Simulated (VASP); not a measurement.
# Si16N (a cell with a defect) in VASP: single point with PBEsol

Aim: the single point of Si16N (a cell with a defect) with PBEsol.

Everything below comes from runs of VASP 6.6.1. Logs are shortened: lines on timing, memory, paths and dates and some standing lists are left out, and cuts for length are marked.

## 1. The cell of the first run

The cell holds a defect, 17 atoms: a = 7.679 Å, b = 7.679 Å, c = 7.679 Å, α = 60.00°, β = 60.00°, γ = 60.00°.

## 2. Single point, PBEsol, collinear spin, zero start

The input, INCAR:

```
SYSTEM = Si16N
PREC = Accurate
ENCUT = 520
EDIFF = 1E-6
ISMEAR = 0
SIGMA = 0.02
LREAL = Auto
LASPH = .TRUE.
NELM = 150
ALGO = Normal
ISIF = 2
LWAVE = .FALSE.
LCHARG = .FALSE.
ISPIN = 2
MAGMOM = 0 0 0 0 0 0 0 0 0 0 0 0 0 0 0 0 0
LORBIT = 11
GGA = PS
NBANDS = 52
```

The input, KPOINTS:

```
Automatic mesh
0
G
  2 2 2
  0 0 0
```

The input, POSCAR:

```
Si16N
1.0
    0.0000000000      5.4300000000      5.4300000000
    5.4300000000      0.0000000000      5.4300000000
    5.4300000000      5.4300000000      0.0000000000
Si N
16 1
Direct
    0.0010617864     -0.0002533149     -0.0080166667
    0.1309165746      0.1178854512      0.1235672192
    0.0041123389     -0.0055200737      0.4985478821
    0.1283783610      0.1299531308      0.6112750460
   -0.0004526703      0.4950232044      0.0086051565
    0.1434416206      0.6168208103      0.1142320442
    0.0136637201      0.5031745856      0.4912670350
    0.1309504604      0.6204423573      0.6313079190
    0.5050209945     -0.0044147330     -0.0052740331
    0.6187453039      0.1349152855      0.1146333333
    0.5029072744      0.0038157459      0.4901584715
    0.6294074586      0.1215763352      0.6204185083
    0.5151750460      0.5095017495     -0.0108116943
    0.6305981584      0.6231351750      0.1312176796
    0.5063837937      0.4963480663      0.5058414365
    0.6397470534      0.6287267956      0.6146999079
    0.1736976059      0.2984793738      1.2262887661
```

Potentials or basis: VASP PAW PBE potentials, release 64 (Si, N).

Run with:

```console
$ cat potpaw_PBE.64/Si/POTCAR potpaw_PBE.64/N/POTCAR > POTCAR
$ mpirun -np 1 vasp_std > vasp.out
```

OUTCAR:

```text
SYSTEM = Si16N
   PREC = Accurate
   ENCUT = 520
   EDIFF = 1E-6
   ISMEAR = 0
   LREAL = Auto
   LASPH = .TRUE.
   NELM = 150
   ISIF = 2
   ISPIN = 2
   LORBIT = 11
   GGA = PS

 ion  position               nearest neighbor table
   1  0.001  1.000  0.992-   2 2.38   4 2.39  10 2.40   6 2.40
   2  0.131  0.118  0.124-  17 2.11   9 2.35   3 2.35   5 2.37   1 2.38
   3  0.004  0.994  0.499-   4 2.34   8 2.35  12 2.35   2 2.35
   4  0.128  0.130  0.611-   3 2.34   7 2.34  11 2.35   1 2.39
   5  1.000  0.495  0.009-  17 2.13  14 2.31   6 2.33   2 2.37   8 2.37
   6  0.143  0.617  0.114-  17 2.07   5 2.33  13 2.33   7 2.37   1 2.40
   7  0.014  0.503  0.491-   4 2.34  16 2.34   8 2.35   6 2.37
   8  0.131  0.620  0.631-   3 2.35   7 2.35  15 2.35   5 2.37
   9  0.505  0.996  0.995-  14 2.34  10 2.34   2 2.35  12 2.35
  10  0.619  0.135  0.115-   9 2.34  13 2.35  11 2.36   1 2.40
  11  0.503  0.004  0.490-   4 2.35  12 2.35  16 2.35  10 2.36
  12  0.629  0.122  0.620-   9 2.35  11 2.35   3 2.35  15 2.35
  13  0.515  0.510  0.989-  14 2.33   6 2.33  16 2.35  10 2.35
  14  0.631  0.623  0.131-   5 2.31  13 2.33   9 2.34  15 2.35
  15  0.506  0.496  0.506-  14 2.35  16 2.35  12 2.35   8 2.35
  16  0.640  0.629  0.615-   7 2.34  13 2.35  15 2.35  11 2.35
  17  0.174  0.298  0.226-   6 2.07   2 2.11   5 2.13

  LATTYP: Found a face centered cubic cell.
 ALAT       =    10.8600000000

  Lattice vectors:

 A1 = (   0.0000000000,   5.4300000000,   5.4300000000)
 A2 = (   5.4300000000,   0.0000000000,   5.4300000000)
 A3 = (   5.4300000000,   5.4300000000,   0.0000000000)

Analysis of symmetry for initial positions (statically):
=====================================================================
 Subroutine PRICEL returns:
 Original cell was already a primitive cell.

 Routine SETGRP: Setting up the symmetry group for a
 face centered cubic supercell.

 Subroutine GETGRP returns: Found  1 space group operations
 (whereof  1 operations were pure point group operations)
 out of a pool of 48 trial point group operations.

The static configuration has the point symmetry C_1 .

Analysis of symmetry for dynamics (positions and initial velocities):
=====================================================================
 Subroutine PRICEL returns:
 Original cell was already a primitive cell.

 Routine SETGRP: Setting up the symmetry group for a
 face centered cubic supercell.

 Subroutine GETGRP returns: Found  1 space group operations
 (whereof  1 operations were pure point group operations)
 out of a pool of 48 trial point group operations.

The dynamic configuration has the point symmetry C_1 .

Analysis of structural, dynamic, and magnetic symmetry:
=====================================================================
 Subroutine PRICEL returns:
 Original cell was already a primitive cell.

[... 171 lines left out ...]
 E-fermi :   5.9549     XC(G=0):  -9.7129

 val. band max:        5.9194137233   @ k =   0.0000   0.0000   0.5000
 cond. band min:       5.9905380260   @ k =   0.5000   0.0000   0.5000
 fundamental gap:      0.0711243027
 Fermi energy:         5.9549177860

 spin component 1

 k-point     1 :       0.0000    0.0000    0.0000
  band No.  band energies     occupation
      1      -9.0391      1.00000
      2      -5.5505      1.00000
      3      -4.0263      1.00000
      4      -3.9186      1.00000
      5      -3.6831      1.00000
      6      -3.3273      1.00000
[... 381 lines left out ...]
     45      10.1121      0.00000
     46      10.1671      0.00000
 Fermi energy:         5.9549177860

 spin component 2

 k-point     1 :       0.0000    0.0000    0.0000
  band No.  band energies     occupation
      1      -9.0391      1.00000
      2      -5.5505      1.00000
      3      -4.0263      1.00000
      4      -3.9186      1.00000
      5      -3.6831      1.00000
      6      -3.3273      1.00000
[... 381 lines left out ...]
     45      10.1121      0.00000
     46      10.1671      0.00000
 [bands above 46 left out]

------------------------ aborting loop because EDIFF is reached ----------------------------------------

  FORCE on cell =-STRESS in cart. coord.  units (eV):
  Direction    XX          YY          ZZ          XY          YZ          ZX
  --------------------------------------------------------------------------------------
  -------------------------------------------------------------------------------------
  Total        1.4164471     -0.4932281      1.4812444      0.0815632      1.0394045     -0.6165155
  in kB        7.0873104     -2.4679079      7.4115292      0.4081082      5.2007463     -3.0847864
  external PRESSURE =       4.0103106 kB  Pullay stress =       0.0000000 kB

 VOLUME and BASIS-vectors are now :
 -----------------------------------------------------------------------------
  energy-cutoff  :      520.00
  volume of cell :      320.21
      direct lattice vectors                 reciprocal lattice vectors
     0.000000000  5.430000000  5.430000000    -0.092081031  0.092081031  0.092081031
     5.430000000  0.000000000  5.430000000     0.092081031 -0.092081031  0.092081031
     5.430000000  5.430000000  0.000000000     0.092081031  0.092081031 -0.092081031

 POSITION                                       TOTAL-FORCE (eV/Angst)
 -----------------------------------------------------------------------------------
     10.81509      5.39223      5.43439        -0.013766     -0.387367      0.012590
      1.31109      1.38185      1.35100         0.418412      0.892644      0.383391
      8.10714      2.72945      5.42236         0.012234      0.130304     -0.081054
      4.02487      4.01632      1.40274        -0.027163     -0.073648      0.023340
      2.73470      5.47427      8.11552        -0.300765      0.762322     -0.016618
      3.96962      1.39917      4.12822        -0.058850      1.063944     -0.440154
[... 9 lines left out ...]
      6.75181      6.81165      6.88781         0.130995     -0.050549      0.022862
      2.84949      2.17193      2.56392         0.271772     -2.729549     -0.023108
 -----------------------------------------------------------------------------------
    total drift:                                0.003808      0.003698     -0.003176

  FREE ENERGIE OF THE ION-ELECTRON SYSTEM (eV)
  ---------------------------------------------------
  free  energy   TOTEN  =       -96.2950526305 eV

  energy  without entropy=      -96.2949312459  energy(sigma->0) =      -96.29499194

 total charge

# of ion       s       p       d       tot
------------------------------------------
    1        0.792   0.884   0.000   1.676
    2        0.749   0.894   0.000   1.643
    3        0.761   0.921   0.000   1.682
    4        0.751   0.921   0.000   1.671
    5        0.752   0.894   0.000   1.646
    6        0.747   0.898   0.000   1.645
[... 9 lines left out ...]
   16        0.742   0.950   0.000   1.692
   17        1.322   2.197   0.000   3.519
--------------------------------------------------
tot         13.375  17.018   0.000  30.393

 magnetization (x)

# of ion       s       p       d       tot
------------------------------------------
    1        0.000   0.000   0.000   0.000
    2       -0.000  -0.000   0.000  -0.000
    3       -0.000   0.000   0.000  -0.000
    4       -0.000  -0.000   0.000  -0.000
    5       -0.000  -0.000   0.000  -0.000
    6       -0.000  -0.000   0.000  -0.000
[... 9 lines left out ...]
   16       -0.000  -0.000   0.000  -0.000
   17        0.000   0.000   0.000   0.000
--------------------------------------------------
tot         -0.000   0.000   0.000   0.000
```

OSZICAR:

```text
N       E                     dE             d eps       ncg     rms          rms(c)
DAV:   1     0.169718221183E+03    0.16972E+03   -0.26475E+04  1664   0.109E+03
DAV:   2    -0.801508298063E+02   -0.24987E+03   -0.23510E+03  2060   0.168E+02
DAV:   3    -0.985017576990E+02   -0.18351E+02   -0.17821E+02  2156   0.413E+01
DAV:   4    -0.989191312500E+02   -0.41737E+00   -0.41605E+00  2048   0.746E+00
DAV:   5    -0.989293935689E+02   -0.10262E-01   -0.10256E-01  2152   0.110E+00    0.152E+01
DAV:   6    -0.971430004225E+02    0.17864E+01   -0.74254E+00  2616   0.117E+01    0.100E+01
DAV:   7    -0.965126603233E+02    0.63034E+00   -0.23453E+00  2336   0.604E+00    0.584E+00
DAV:   8    -0.962997351693E+02    0.21293E+00   -0.10523E+00  1888   0.336E+00    0.957E-01
DAV:   9    -0.962926811523E+02    0.70540E-02   -0.10892E-01  2136   0.120E+00    0.409E-01
DAV:  10    -0.962945997244E+02   -0.19186E-02   -0.23551E-02  1896   0.560E-01    0.238E-01
DAV:  11    -0.962949382071E+02   -0.33848E-03   -0.20267E-03  2048   0.153E-01    0.111E-01
DAV:  12    -0.962950336134E+02   -0.95406E-04   -0.22095E-04  2068   0.549E-02    0.459E-02
DAV:  13    -0.962950506326E+02   -0.17019E-04   -0.25121E-05  2048   0.178E-02    0.213E-02
DAV:  14    -0.962950521803E+02   -0.15477E-05   -0.25850E-06  1720   0.595E-03    0.925E-03
DAV:  15    -0.962950526305E+02   -0.45022E-06   -0.17378E-06  1376   0.465E-03
   1 F= -.96295053E+02 E0= -.96294992E+02  d E =-.121385E-03  mag=    -0.0000
```

It took 16 min on 1 thread of Intel Xeon 8259CL, shared host; peak memory 0.71 GiB.

Results:

```yaml
Free_energy: -96.2951 eV
Pressure: 0.4 GPa
Largest_force: 2.743 eV/Å
Net_moment: 0.00 μB per cell
Valence_electrons_inside_the_program's_atomic_spheres: Si 1.68, 1.64, 1.67, 1.65, 1.69, 1.70, 1.71 (each value once); N 3.52
```

Forces on the atoms (eV/Å):
```
Si  -0.014 -0.387  0.013
Si   0.418  0.893  0.383
Si   0.012  0.130 -0.081
Si  -0.027 -0.074  0.023
Si  -0.301  0.762 -0.017
Si  -0.059  1.064 -0.440
Si   0.043  0.127  0.001
Si  -0.020 -0.076 -0.034
Si  -0.095  0.008  0.116
Si  -0.010  0.120  0.069
Si  -0.071  0.110  0.078
Si  -0.069 -0.006 -0.065
Si  -0.292  0.046  0.015
Si   0.098 -0.062 -0.072
Si  -0.018  0.126  0.011
Si   0.131 -0.051  0.023
N    0.272 -2.730 -0.023
```

Caveat: the k points lie up to 0.50 Å⁻¹ apart; no moment was typed at the start, so none could form; the PAW data sets were made with another functional, which shifts forces and pressure a little.
